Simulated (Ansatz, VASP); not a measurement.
# GaP: VASP beside Ansatz

Contents of INCAR:

```
PREC     = Accurate       # precision mode
ENCUT    = 520            # plane-wave cutoff, eV
EDIFF    = 1E-6           # SCF threshold, eV
ISMEAR   = 0              # smearing method
SIGMA    = 0.05           # smearing width, eV
LREAL    = F              # projectors in reciprocal space
LASPH    = T              # aspherical terms in the spheres
NELM     = 80             # most SCF steps
ALGO     = Normal         # electronic algorithm
ISIF     = 2              # what is computed and relaxed
LWAVE    = F              # write WAVECAR
LCHARG   = T              # write CHGCAR
GGA      = PE             # functional
LELF     = T              # ELF
LVHAR    = T            
NBANDS   = 16             # bands
```

The input KPOINTS:

```
regular mesh
0
Gamma
  10 10 10
```

POSCAR

```
GaP
1.0
    0.0000000000      2.7029333913      2.8511955605
    2.8511955605      0.0000000000      2.8511955605
    2.8511955605      2.7029333913      0.0000000000
Ga P
1 1
Direct
    0.0000000000      0.0000000000      0.0000000000
    0.7500000000      0.7500000000      0.7500000000
```

Input for Ansatz:

```yaml
crystal:
  lattice:
    - [0.0, 2.7029333913, 2.8511955605]
    - [2.8511955605, 0.0, 2.8511955605]
    - [2.8511955605, 2.7029333913, 0.0]
  atoms:
    - { symbol: Ga, position: [0.0, 0.0, 0.0] }
    - { symbol: P, position: [0.75, 0.75, 0.75] }
basis:
  ecutwfc: 420
kpoints:
  mp_grid: { grid: [10, 10, 10] }
hamiltonian:
  xc: pbe
  pseudopotentials: { kind: paw, azcp: { folder: soft_1 } }
scf:
  occupations: { method: gaussian, width: 0.05 }
output:
  forces: true
  stress: true
  eigenvalues: true
```

Alike in both runs: task single point; functional PBE; k mesh 10 × 10 × 10; occupations gaussian, width 0.05 eV; no spin polarisation.

```csv
,VASP,Ansatz
version,VASP 6.6.1,Ansatz 0.2.0
potentials or method,"VASP PAW PBE potentials, release 64 (Ga_d, P), cutoff 520 eV","scalar-relativistic, plane waves, PAW"
valence electrons in the cell,18,18
```

VASP gave:

* gap on the k mesh at the Fermi level (eV): 0.97
* least direct gap on the mesh (eV): 0.97
* pressure (GPa): -3.6
* traceless stress, the component that is largest in VASP (GPa): 2.32

Problem. Estimate Ansatz's values.

Solution. gap on the k mesh at the Fermi level (eV): 0.97; least direct gap on the mesh (eV): 0.97; pressure (GPa): -3.5; traceless stress, the component that is largest in VASP (GPa): 2.32.

With one functional, cell and mesh, what is left measures potentials, basis and numerics.
